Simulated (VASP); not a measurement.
# As (Pm-3m) in VASP: further runs

Runs on As. Level: PBE0. Tasks: single point.

Program: VASP 6.6.1. These are calculated values, not measurements. Logs are shortened: lines on timing, memory, paths and dates and some standing lists are left out, and cuts for length are marked.

### 1 The cell of the first run

Symmetry: Pm-3m, No. 221, cubic system. The conventional cell has a = 2.704 Å, b = 2.704 Å, c = 2.704 Å, α = 90.00°, β = 90.00°, γ = 90.00°. Within 3.6 Å of As (site symmetry m-3m) lie 6 As at 2.70 Å.

### 2 Single point, PBE0

File POSCAR:

```
As
1.0
    2.7036817444      0.0000000000      0.0000000000
    0.0000000000      2.7036817444      0.0000000000
    0.0000000000      0.0000000000      2.7036817444
As
1
Direct
    0.5000000000      0.5000000000      0.5000000000
```

File INCAR.step1:

```
SYSTEM = As
ALGO = Normal
EDIFF = 1E-5
ENCUT = 520
GGA = PE
ISIF = 2
ISMEAR = -1
LASPH = .True.
LCHARG = .False.
LREAL = .False.
LWAVE = .True.
NBANDS = 8
NELM = 100
PREC = Accurate
SIGMA = 0.05
```

File INCAR.step2:

```
SYSTEM = As
AEXX = 0.25
ALGO = Normal
EDIFF = 1E-7
ENCUT = 520
GGA = PE
ISIF = 2
ISMEAR = -1
ISTART = 1
LASPH = .True.
LCHARG = .False.
LHFCALC = .True.
LREAL = .False.
LWAVE = .False.
NBANDS = 8
NELM = 100
PREC = Accurate
PRECFOCK = Normal
SIGMA = 0.05
```

File KPOINTS:

```
k-points
0
Gamma
  6 6 6
  0 0 0
```

Potentials or basis: VASP PAW PBE potentials, release 64 (As).

The run is started by

```
cat potpaw_PBE.64/As/POTCAR > POTCAR
cp INCAR.step1 INCAR
mpirun -np 1 vasp_std > vasp.out
cp INCAR.step2 INCAR
mpirun -np 1 vasp_std > vasp.out
```

OUTCAR:

```text
SYSTEM = As
   AEXX = 0.25
   EDIFF = 1E-7
   ENCUT = 520
   GGA = PE
   ISIF = 2
   ISMEAR = -1
   ISTART = 1
   LASPH = .True.
   LHFCALC = .True.
   LREAL = .False.
   NELM = 100
   PREC = Accurate
   PRECFOCK = Normal

 ion  position               nearest neighbor table
   1  0.500  0.500  0.500-

  LATTYP: Found a simple cubic cell.
 ALAT       =     2.7036817444

  Lattice vectors:

 A1 = (   2.7036817444,   0.0000000000,   0.0000000000)
 A2 = (   0.0000000000,   2.7036817444,   0.0000000000)
 A3 = (   0.0000000000,   0.0000000000,   2.7036817444)

Analysis of symmetry for initial positions (statically):
=====================================================================
 Subroutine PRICEL returns:
 Original cell was already a primitive cell.

 Routine SETGRP: Setting up the symmetry group for a
 simple cubic supercell.

 Subroutine GETGRP returns: Found 48 space group operations
[... 9 lines left out ...]

 Routine SETGRP: Setting up the symmetry group for a
 simple cubic supercell.

 Subroutine GETGRP returns: Found 48 space group operations
[... 11 lines left out ...]
                                     Primitive cell

  volume of cell :      19.7636

  direct lattice vectors                    reciprocal lattice vectors
     2.703681744  0.000000000  0.000000000     0.369866018  0.000000000  0.000000000
     0.000000000  2.703681744  0.000000000     0.000000000  0.369866018  0.000000000
     0.000000000  0.000000000  2.703681744     0.000000000  0.000000000  0.369866018

  length of vectors
     2.703681744  2.703681744  2.703681744     0.369866018  0.369866018  0.369866018

  position of ions in fractional coordinates (direct lattice)
     0.500000000  0.500000000  0.500000000

  ion indices of the primitive-cell ions
   primitive index   ion index
                 1           1

----------------------------------------------------------------------------------------

 KPOINTS: k-points

Automatic generation of k-mesh.
 Grid dimensions read from file:
 generate k-points for:    6    6    6

 Generating k-lattice:

  Cartesian coordinates                     Fractional coordinates (reciprocal lattice)
     0.061644336  0.000000000  0.000000000     0.166666667  0.000000000  0.000000000
     0.000000000  0.061644336  0.000000000     0.000000000  0.166666667  0.000000000
     0.000000000  0.000000000  0.061644336     0.000000000  0.000000000  0.166666667

  Length of vectors
     0.061644336  0.061644336  0.061644336

  Shift w.r.t. Gamma in fractional coordinates (k-lattice)
     0.000000000  0.000000000  0.000000000

 Subroutine IBZKPT returns following result:
 ===========================================

 Found     20 irreducible k-points:

 Following reciprocal coordinates:
            Coordinates               Weight
  0.000000  0.000000  0.000000      1.000000
  0.166667  0.000000  0.000000      6.000000
  0.333333  0.000000  0.000000      6.000000
  0.500000  0.000000  0.000000      3.000000
  0.166667  0.166667  0.000000     12.000000
  0.333333  0.166667  0.000000     24.000000
[... 12 lines left out ...]
  0.500000  0.500000  0.333333      6.000000
  0.500000  0.500000  0.500000      1.000000
   k-points           NKPTS =     20   k-points in BZ     NKDIM =    216   number of bands    NBANDS=      8
   number of dos      NEDOS =    301   number of ions     NIONS =      1
   total plane-waves  NPLWV =   8000
   dimension x,y,z NGX =    20 NGY =   20 NGZ =   20
   dimension x,y,z NGXF=    40 NGYF=   40 NGZF=   40
   ions per type =               1
   NGX,Y,Z   is equivalent  to a cutoff of  12.30, 12.30, 12.30 a.u.
   NGXF,Y,Z  is equivalent  to a cutoff of  24.60, 24.60, 24.60 a.u.
 SYSTEM =  As
   PREC   = accura    normal or accurate (medium, high low for compatibility)
   ISTART =      1    job   : 0-new  1-cont  2-samecut
   ICHARG =      0    charge: 1-file 2-atom 10-const
   ISPIN  =      1    spin polarized calculation?
   LNONCOLLINEAR =      F non collinear calculations
   LSORBIT =      F    spin-orbit coupling
   LASPH  =      T    aspherical Exc in radial PAW
   ENCUT  =  520.0 eV  38.22 Ry    6.18 a.u.   5.03  5.03  5.03*2*pi/ulx,y,z
   NELM   =    100;   NELMIN=  2; NELMDL=  0     # of ELM steps
   EDIFF  = 0.1E-06   stopping-criterion for ELM
   LREAL  =      F    real-space projection
   EDIFFG = 0.1E-05   stopping-criterion for IOM
   NSW    =      0    number of steps for IOM
   IBRION =     -1    ionic relax: 0-MD 1-quasi-New 2-CG
   NFREE  =      0    steps in history (QN), initial steepest desc. (CG)
   ISIF   =      2    stress and relaxation
   ISYM   =      3    0-nonsym 1-usesym 2-fastsym
   POTIM  = 0.5000    time-step for ionic-motion
   TEBEG  =    0.0;   TEEND  =   0.0 temperature during run
   PSTRESS=    0.0 pullay stress
   NELECT =       5.0000    total number of electrons
   NUPDOWN=      -1.0000    fix difference up-down
   EMIN   =  10.00;   EMAX   =-10.00  energy-range for DOS
   EFERMI =   0.00;   METHOD = LEGACY
   ISMEAR =    -1;   SIGMA  =   0.05  broadening in eV -4-tet -1-fermi 0-gaus
   EFERMI_NEDOS =   21; number of points for ismear=-14 and -15
   IALGO  =     38    algorithm
   IMIX   =      1    mixing-type and parameters
     AMIX     =   0.40;   BMIX     =  1.00
     AMIX_MAG =   1.60;   BMIX_MAG =  1.00
  volume/ion in A,a.u.               =      19.76       133.37
  Fermi-wavevector in a.u.,A,eV,Ry     =   1.035403  1.956627 14.586243  1.072059
  Thomas-Fermi vector in A             =   2.169744
   LORBIT       =      0    0 simple, 1 ext, 2 COOP (PROOUT), +10 PAW based schemes
   GGA     = PE    functional components
   LHFCALC =     T    Hartree Fock is set to
   PRECFOCK=normal    Normal, Fast or Accurate (Low or Medium for compatibility)
   ENCUT4O =  -1.0   cutoff for four orbital integrals eV
   NKREDX  =     1    reduce k-point grid by
   NKREDY  =     1    reduce k-point grid by
   NKREDZ  =     1    reduce k-point grid by
   AEXX    =    0.2500 exact exchange contribution
   HFSCREEN=    0.0000 screening length (either q_TF or 0.3 A-1)
   HFSCREENC=   0.0000 screening length for correlation (either q_TF or 0.3 A-1)
   ENCUTFOCK=  -1.0 apply spherical cutoff to Coloumb kernel
   IVDW    =     0    specifies the selected vdW correction
   LEPSILON=     F    determine dielectric tensor
   LRPA    =     F    only Hartree local field effects (RPA)
 non-spin polarized calculation
  energy-cutoff  :      520.00
  volume of cell :       19.76
 maximum number of plane-waves:       554
  NGX = 16; NGY = 16; NGZ = 16

 number of electron       5.0000001 magnetization

 Free energy of the ion-electron system (eV)
  ---------------------------------------------------
  ext. energy  EPLUGINS =         0.00000000
  ---------------------------------------------------
  free energy    TOTEN  =        -6.02263084 eV

  energy without entropy =       -6.02260288  energy(sigma->0) =       -6.02261686

 E-fermi :   6.2553     XC(G=0):  -8.2598

 val. band max:        5.8446705511   @ k =   0.1667   0.1667   0.0000
 cond. band min:       6.6662164209   @ k =   0.5000   0.3333   0.3333
 fundamental gap:      0.8215458698
 Fermi energy:         6.2553287334

 k-point     1 :       0.0000    0.0000    0.0000
  band No.  band energies     occupation
      1     -11.3832      2.00000
      2      10.8975      0.00000
      3      10.8975      0.00000
      4      10.8975      0.00000
      5      15.2091      0.00000
      6      15.2091      0.00000
      7      17.5091      0.00000
      8      32.3021      0.00000

 k-point     2 :       0.1667    0.0000    0.0000
  band No.  band energies     occupation
      1     -10.8224      2.00000
      2       5.6036      2.00000
      3      11.4172      0.00000
      4      11.4172      0.00000
      5      15.7204      0.00000
      6      17.2056      0.00000
      7      21.3398      0.00000
      8      27.9174      0.00000

 k-point     3 :       0.3333    0.0000    0.0000
  band No.  band energies     occupation
      1      -9.2581      2.00000
      2       0.2040      2.00000
      3      12.6619      0.00000
      4      12.6619      0.00000
      5      17.0444      0.00000
      6      18.9107      0.00000
      7      23.6954      0.00000
      8      23.6954      0.00000

 k-point     4 :       0.5000    0.0000    0.0000
  band No.  band energies     occupation
      1      -7.8702      2.00000
      2      -2.5063      2.00000
      3      13.4984      0.00000
      4      13.4984      0.00000
      5      18.0969      0.00000
      6      21.1889      0.00000
      7      21.8498      0.00000
      8      21.8498      0.00000

 k-point     5 :       0.1667    0.1667    0.0000
  band No.  band energies     occupation
      1     -10.2610      2.00000
      2       5.8447      1.99946
      3       7.0946      0.00000
      4      11.9218      0.00000
      5      16.9514      0.00000
      6      21.1910      0.00000
      7      21.4472      0.00000
      8      24.2673      0.00000
[... 133 lines left out ...]
 k-point    18 :       0.5000    0.3333    0.3333
  band No.  band energies     occupation
      1      -3.4435      2.00000
      2       1.3145      2.00000
      3       4.6247      2.00000
      4       6.6662      0.00054
      5      12.6922      0.00000
      6      13.7528      0.00000
      7      16.6994      0.00000
      8      21.4731      0.00000

 k-point    19 :       0.5000    0.5000    0.3333
  band No.  band energies     occupation
      1      -1.7945      2.00000
      2       2.3185      2.00000
      3       2.3185      2.00000
      4       7.0683      0.00000
      5      11.0748      0.00000
      6      14.6298      0.00000
      7      14.6298      0.00000
      8      19.0125      0.00000

 k-point    20 :       0.5000    0.5000    0.5000
  band No.  band energies     occupation
      1       0.2154      2.00000
      2       3.2639      2.00000
      3       3.2639      2.00000
      4       3.2639      2.00000
      5      12.6096      0.00000
      6      12.6096      0.00000
      7      12.6096      0.00000
      8      16.3621      0.00000

------------------------ aborting loop because EDIFF is reached ----------------------------------------

  FORCE on cell =-STRESS in cart. coord.  units (eV):
  Direction    XX          YY          ZZ          XY          YZ          ZX
  --------------------------------------------------------------------------------------
  -------------------------------------------------------------------------------------
  Total       -0.2695861     -0.2695861     -0.2695861      0.0000000     -0.0000000     -0.0000000
  in kB      -21.8545240    -21.8545240    -21.8545240      0.0000000     -0.0000000     -0.0000000
  external PRESSURE =     -21.8545240 kB  Pullay stress =       0.0000000 kB

 VOLUME and BASIS-vectors are now :
 -----------------------------------------------------------------------------
  energy-cutoff  :      520.00
  volume of cell :       19.76
      direct lattice vectors                 reciprocal lattice vectors
     2.703681744  0.000000000  0.000000000     0.369866018  0.000000000  0.000000000
     0.000000000  2.703681744  0.000000000     0.000000000  0.369866018  0.000000000
     0.000000000  0.000000000  2.703681744     0.000000000  0.000000000  0.369866018

 POSITION                                       TOTAL-FORCE (eV/Angst)
 -----------------------------------------------------------------------------------
      1.35184      1.35184      1.35184         0.000000      0.000000      0.000000
 -----------------------------------------------------------------------------------
    total drift:                               -0.000000     -0.000000     -0.000000

  FREE ENERGIE OF THE ION-ELECTRON SYSTEM (eV)
  ---------------------------------------------------
  free  energy   TOTEN  =        -6.0226308353 eV

  energy  without entropy=       -6.0226028775  energy(sigma->0) =       -6.02261686
```

It took 79 s on 1 thread of Intel Xeon 6975P-C (Granite Rapids), shared host; peak memory 0.13 GiB.

What came out:

* Free energy: -6.0226 eV
* Pressure: -2.2 GPa

Caveat: the k points lie up to 0.39 Å⁻¹ apart; the PAW data sets were made with another functional, which shifts forces and pressure a little.

### 3 Single point, PBE0

This run uses another cell than the first one, of 20.16 Å³/atom, 1.020 times its volume.

File POSCAR:

```
As
1.0
    2.7215874433      0.0000000000      0.0000000000
    0.0000000000      2.7215874433      0.0000000000
    0.0000000000      0.0000000000      2.7215874433
As
1
Direct
    0.5000000000      0.5000000000      0.5000000000
```

File INCAR.step1:

```
PREC = Accurate
ENCUT = 520
EDIFF = 1E-5
ISMEAR = -1
SIGMA = 0.05
LREAL = F
LASPH = T
NELM = 60
ALGO = Normal
ISIF = 2
LWAVE = T
GGA = PE
NBANDS = 8
```

File INCAR.step2:

```
PREC = Accurate
ENCUT = 520
EDIFF = 1E-6
ISMEAR = -1
SIGMA = 0.05
LREAL = F
LASPH = T
NELM = 60
ALGO = Normal
ISIF = 2
LWAVE = F
LCHARG = T
GGA = PE
LHFCALC = T
AEXX = 0.25
PRECFOCK = Normal
LELF = T
LVHAR = T
ISTART = 1
NBANDS = 8
```

File KPOINTS:

```
regular mesh
0
Gamma
  6 6 6
```

Potentials or basis: VASP PAW PBE potentials, release 64 (As).

The run is started by

```
cat potpaw_PBE.64/As/POTCAR > POTCAR
cp INCAR.step1 INCAR
mpirun -np 1 vasp_std > vasp.out
cp INCAR.step2 INCAR
mpirun -np 1 vasp_std > vasp.out
```

Wall time 59 s (1 thread of Intel Xeon 6975P-C (Granite Rapids), shared host); peak memory 0.13 GiB.

Results (log left out):

* Free energy: -6.0151 eV
* Pressure: -3.9 GPa

Levels at points of the mesh, in eV from the Fermi level:
```
           k point  band 1  band 2  band 3  band 4  band 5  band 6  band 7
(0.00, 0.00, 0.00)  -17.42    4.59    4.59    4.59    8.96    8.96   11.10
(0.50, 0.00, 0.00)  -14.00   -8.56    7.11    7.11   11.80   14.83   15.50
(0.50, 0.50, 0.00)  -10.39   -5.65   -5.65    2.83    9.39   17.24   18.29
(0.50, 0.50, 0.50)   -6.18   -2.92   -2.92   -2.92    6.41    6.41    6.41
```

Caveat: the k points lie up to 0.38 Å⁻¹ apart; the PAW data sets were made with another functional, which shifts forces and pressure a little.

(Part 1 of 2 ends here.)
